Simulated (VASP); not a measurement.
Wanted: the native input for a VASP 6.6.1 run.

| Quantity | Value |
| --- | --- |
| Task | single point |
| Functional | r2SCAN |
| Potentials or basis | VASP PAW PBE potentials, release 64 (Ga_d, N) |
| Cutoff | 520 eV |
| k mesh | 10 × 10 × 10 |
| Occupations | gaussian, width 0.01 eV |
| Spin | no spin polarisation |
| Dipole correction | no |
| Further INCAR settings | ALGO = Normal; EDIFF = 1e-07; NBANDS = 16 |

GaN:

```
Ga N
1.0
     0.00000    2.24895    2.34948
     2.24895    0.00000    2.34948
     2.24895    2.24895    0.00000
Ga N
1 1
Direct
  0.00000 0.00000 0.00000
  0.25000 0.25000 0.25000
```

This cell differs from its parent crystal: uniaxial z strain +4.5%.

The input as run:

POSCAR

```
GaN
1.0
    0.0000000000      2.2489525444      2.3494807231
    2.2489525444      0.0000000000      2.3494807231
    2.2489525444      2.2489525444      0.0000000000
Ga N
1 1
Direct
    0.0000000000      0.0000000000      0.0000000000
    0.2500000000      0.2500000000      0.2500000000
```

INCAR.step1

```
SYSTEM = GaN
PREC = Accurate ; ENCUT = 520
ISMEAR = 0 ; SIGMA = 0.01
LREAL = .FALSE. ; LASPH = .TRUE.
NELM = 100 ; NBANDS = 16
GGA = PE ; ALGO = Normal
EDIFF = 1E-4 ; LWAVE = .TRUE.
LCHARG = .FALSE.
```

INCAR.step2

```
SYSTEM = GaN
PREC = Accurate ; ENCUT = 520
EDIFF = 1E-7 ; ISMEAR = 0
SIGMA = 0.01 ; LREAL = .FALSE.
LASPH = .TRUE. ; NELM = 100
ALGO = Normal ; ISIF = 2
LWAVE = .FALSE. ; LCHARG = .TRUE.
METAGGA = R2SCAN ; LMIXTAU = .TRUE.
LELF = .TRUE. ; LVHAR = .TRUE.
NBANDS = 16 ; ISTART = 1
```

KPOINTS

```
Automatic mesh
0
G
  10 10 10
  0 0 0
```

Potentials or basis: VASP PAW PBE potentials, release 64 (Ga_d, N).

The run is started by

```bash
$ cat potpaw_PBE.64/Ga_d/POTCAR potpaw_PBE.64/N/POTCAR > POTCAR
$ cp INCAR.step1 INCAR
$ mpirun -np 1 vasp_std > vasp.out
$ cp INCAR.step2 INCAR
$ mpirun -np 1 vasp_std > vasp.out
```

It gave:

```yaml
Pressure: -7.0 GPa
Band_gap_on_the_k_mesh: 1.79 eV
```

Caveat: the cell differs from its parent crystal (uniaxial z strain +4.5%); the cell stands under tension; the PAW data sets were made with another functional, which shifts forces and pressure a little.

It took 3.1 min on 1 thread of Intel Xeon 8259CL, with other jobs on the host, peak memory 0.17 GiB.
